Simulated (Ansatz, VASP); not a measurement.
**BaTiO3: VASP beside Ansatz**

```xyz
5
Lattice="4.0192 0.0000 0.0000 0.0000 4.0192 0.0000 0.0000 0.0000 4.0193" Properties=species:S:1:pos:R:3 pbc="T T T"
Ba    0.0000    0.0000    0.0000
Ti    2.0096    2.0096    2.0096
O     2.0626    1.9566    0.0000
O     2.0626   -0.0530    2.0096
O     0.0530    1.9566    2.0096
```

Change from the starting cell: all O atoms moved +0.075 Å, as atom 3 along Cartesian [1 -1 0].

Alike in both runs: task single point; functional PBE; k mesh 8 × 8 × 8; occupations gaussian, width 0.05 eV; no spin polarisation.

|  | VASP | Ansatz |
| --- | --- | --- |
| version | VASP 6.6.1 | Ansatz 0.2.0 |
| potentials or method | VASP PAW PBE potentials, release 64 (Ba_sv, Ti_sv, O), cutoff 520 eV | scalar-relativistic, plane waves, PAW |
| valence electrons in the cell | 40 | 40 |

|  | VASP | Ansatz | Ansatz less VASP |
| --- | --- | --- | --- |
| gap on the k mesh at the Fermi level (eV) | 1.79 | 1.85 | +0.062 |
| least direct gap on the mesh (eV) | 1.99 | 2.01 | +0.023 |
| pressure (GPa) | 2.1 | 0.4 | -1.72 |
| traceless stress, the component that is largest in VASP (GPa) | -0.25 | -0.24 | +0.013 |
| rms of the force components (eV/Å) | 0.130 | 0.129 | -0.0009 |

Atom by atom the forces differ by 0.014 eV/Å (rms over components).

Spin-orbit coupling is off throughout.
